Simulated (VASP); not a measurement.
**WI6: single point with PBE**

WI6:

```
CELL_PARAMETERS angstrom
0.00000 5.78487 5.78487
5.78487 0.00000 5.78487
5.78487 5.78487 0.00000
ATOMIC_POSITIONS crystal
W 0.00000 0.00000 0.00000
I 0.76571 0.23429 0.23429
I 0.23429 0.76571 0.76571
I 0.23429 0.76571 0.23429
I 0.76571 0.23429 0.76571
I 0.23429 0.23429 0.76571
I 0.76571 0.76571 0.23429
```

```
Program                : VASP 6.6.1
Task                   : single point
Functional             : PBE
Potentials or basis    : VASP PAW PBE potentials, release 64 (W_sv, I)
Cutoff                 : 520 eV
k mesh                 : 6 × 6 × 6
Occupations            : gaussian, width 0.01 eV
Spin                   : no spin polarisation
Dipole correction      : no
Further INCAR settings : ALGO = Normal; EDIFF = 1e-06; NBANDS = 37
```

The pressure is 0.0 GPa. The band gap on the k mesh is 0.19 eV (least direct gap 0.19 eV).

Levels at points of the mesh, in eV from the valence-band top:
```
           k point  band 26  band 27  band 28  band 29  band 30  band 31
(0.00, 0.00, 0.00)     0.00     0.00     0.00     0.20     0.20     0.20
(0.50, 0.00, 0.00)    -0.43    -0.43    -0.27     0.37     0.48     0.48
(0.50, 0.50, 0.00)    -0.60    -0.60    -0.01     0.19     0.73     0.73
```

Run time: 3 min on 1 thread of Intel(R) Xeon(R) 6975P-C (Granite Rapids), on a shared host, peak memory 0.65 GiB.

Caveat: spin-orbit coupling is left out, which moves the levels of the heavy elements. A k mesh can miss the band edges.
